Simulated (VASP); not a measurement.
Set up this calculation in VASP 6.6.1, as the native input.

| Item | Value |
| --- | --- |
| Task | single point |
| Functional | LDA |
| Potentials or basis | VASP PAW LDA potentials, release 64 (Ga_d, N) |
| Cutoff | 520 eV |
| k mesh | 8 × 8 × 5 |
| Occupations | gaussian, width 0.01 eV |
| Spin | no spin polarisation |
| Dipole correction | no |
| Further INCAR settings | ALGO = Normal; EDIFF = 1e-06; NBANDS = 26 |

The structure of GaN lies in POSCAR:

```
GaN
1.0
    3.0729536139      0.0000000000      0.0000000000
   -1.5364768070      2.6612558943      0.0000000000
    0.0000000000      0.0000000000      5.2023747079
Ga N
2 2
Direct
    0.3333333333      0.6666666667      0.0037195122
    0.6666666667      0.3333333333      0.5037195122
    0.3333333333      0.6666666667      0.3732804878
    0.6666666667      0.3333333333      0.8732804878
```

One way to write it, as run:

INCAR

```
SYSTEM = GaN
ALGO = Normal
EDIFF = 1E-6
ENCUT = 520
ISIF = 2
ISMEAR = 0
LASPH = .TRUE.
LCHARG = .TRUE.
LELF = .TRUE.
LREAL = .FALSE.
LVHAR = .TRUE.
LWAVE = .FALSE.
NBANDS = 26
NELM = 60
PREC = Accurate
SIGMA = 0.01
```

KPOINTS

```
k-points
0
G
  8 8 5
  0 0 0
```

Potentials or basis: VASP PAW LDA potentials, release 64 (Ga_d, N).

Run with:

```sh
$ cat potpaw_LDA.64/Ga_d/POTCAR potpaw_LDA.64/N/POTCAR > POTCAR
$ mpirun -np 1 vasp_std > vasp.out
```

Results of the run:

* Pressure: 9.6 GPa
* Largest force: 0.012 eV/Å
* Band gap on the k mesh: 2.20 eV

Caveat: the cell stands under pressure.

Run time: 55 s on 1 thread of Intel Xeon 8259CL, on a shared host, peak memory 0.16 GiB.
